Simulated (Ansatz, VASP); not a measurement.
## One calculation of CoSn, two programs

```
CELL_PARAMETERS angstrom
5.19065 0.00000 0.00000
-2.59533 4.49524 0.00000
0.00000 0.00000 4.14568
ATOMIC_POSITIONS crystal
Co 0.00000 0.50000 0.00000
Co 0.50000 0.50000 0.00000
Co 0.50000 0.00000 0.00000
Sn 0.66667 0.33333 0.50000
Sn 0.33333 0.66667 0.50000
Sn 0.00000 0.00000 0.00000
```

Change from the starting cell: equal strain along all axes, cell held, atoms relaxed: -2.0 %.

Alike in both runs: task single point; functional PBE; k mesh 12 × 12 × 8; occupations gaussian, width 0.1 eV; no spin polarisation.

|  | VASP | Ansatz |
| --- | --- | --- |
| version | VASP 6.6.1 | Ansatz 0.2.0 |
| potentials or method | VASP PAW PBE potentials, release 64 (Co, Sn_d), cutoff 520 eV | scalar-relativistic, plane waves, PAW |
| valence electrons in the cell | 69 | 93 |

|  | VASP | Ansatz | Ansatz less VASP |
| --- | --- | --- | --- |
| gap on the k mesh at the Fermi level (eV) | none | none | - |
| pressure (GPa) | 8.8 | 8.9 | +0.17 |
| traceless stress, the component that is largest in VASP (GPa) | -0.05 | 0.01 | +0.065 |

A gap of «none» marks a metal or a gap that the smearing closes. VASP's potentials hold 69 valence electrons a cell and Ansatz's 93, so a difference there can come from the potentials and not from the codes.
